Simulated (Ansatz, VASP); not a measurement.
**Si: VASP beside Ansatz**

```
Si
1.0
     2.59573    0.00000    0.00000
     0.00000    2.59573    0.00000
     0.00000    0.00000    2.59573
Si
1
Direct
  0.00000 0.00000 0.00000
```

Alike in both runs: task single point; functional LDA; k mesh 14 × 14 × 14; occupations fermi-dirac, width 0.1 eV; no spin polarisation.

```csv
,VASP,Ansatz
version,VASP 6.6.1,Ansatz 0.2.0
potentials or method,"VASP PAW LDA potentials, release 64 (Si), cutoff 520 eV","plane waves (420 eV) with PAW, scalar-relativistic"
valence electrons in the cell,4,4
```

|  | VASP | Ansatz | Ansatz less VASP |
| --- | --- | --- | --- |
| pressure (GPa) | -9.4 | -9.5 | -0.04 |

Ansatz warns that its potentials were made for another functional, while VASP's fit it. LDA's correlation is that of Perdew and Zunger in VASP and of Perdew and Wang (1992) in Ansatz.
